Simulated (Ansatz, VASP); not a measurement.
# One calculation of BN, two programs

```
B N
1.0
     0.00000    1.82501    1.82501
     1.82501    0.00000    1.82501
     1.82501    1.82501    0.00000
B N
1 1
Direct
  0.00000 0.00000 0.00000
  0.75000 0.75000 0.75000
```

Alike in both runs: task single point; functional PBE; k mesh 12 × 12 × 12; occupations gaussian, width 0.1 eV; no spin polarisation.

```csv
,VASP,Ansatz
version,VASP 6.6.1,Ansatz 0.2.0
potentials or method,"VASP PAW PBE potentials, release 64 (B, N), cutoff 600 eV","scalar-relativistic, plane waves, PAW"
valence electrons in the cell,8,8
```

Ansatz gave:

- gap on the k mesh at the Fermi level (eV): 4.44
- least direct gap on the mesh (eV): 8.69
- pressure (GPa): -7.5

**Question.** Estimate VASP's values.

**Answer.** gap on the k mesh at the Fermi level (eV): 4.43; least direct gap on the mesh (eV): 8.68; pressure (GPa): -7.6.

With one functional, cell and mesh, what is left measures potentials, basis and numerics.
